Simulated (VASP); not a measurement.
A run of VASP 6.6.1:

File INCAR:

```
SYSTEM = Al2Au
PREC = Accurate
ENCUT = 520
EDIFF = 1E-6
ISMEAR = -1
SIGMA = 0.05
LREAL = .FALSE.
LASPH = .TRUE.
NELM = 150
ALGO = Normal
ISIF = 2
LWAVE = .FALSE.
LCHARG = .FALSE.
MAGMOM = 0 0 0 0 0 0 0 0 0
LORBIT = 11
LSORBIT = .TRUE.
GGA_COMPAT = .FALSE.
LORBMOM = .TRUE.
LMAXMIX = 4
GGA = PS
NBANDS = 30
```

KPOINTS

```
Automatic mesh
0
G
  6 6 6
  0 0 0
```

File POSCAR:

```
Al2Au
1.0
    0.0000000000      3.0000000000      3.0000000000
    3.0000000000      0.0000000000      3.0000000000
    3.0000000000      3.0000000000      0.0000000000
Au Al
1 2
Direct
    0.0000000000      0.0000000000      0.0000000000
    0.7500000000      0.7500000000      0.7500000000
    0.2500000000      0.2500000000      0.2500000000
```

Potentials or basis: VASP PAW PBE potentials, release 64 (Au, Al).

Command:

```console
$ cat potpaw_PBE.64/Au/POTCAR potpaw_PBE.64/Al/POTCAR > POTCAR
$ mpirun -np 1 vasp_ncl > vasp.out
```

Hardware: 1 thread of Intel(R) Xeon(R) Platinum 8488C (Sapphire Rapids), with other jobs on the host.

Q: Estimate the wall time of this run.

A: Wall time 34 s on 1 thread of Intel(R) Xeon(R) Platinum 8488C (Sapphire Rapids), with other jobs on the host, peak memory 0.31 GiB. Counts: scf iterations 13, k points 16.
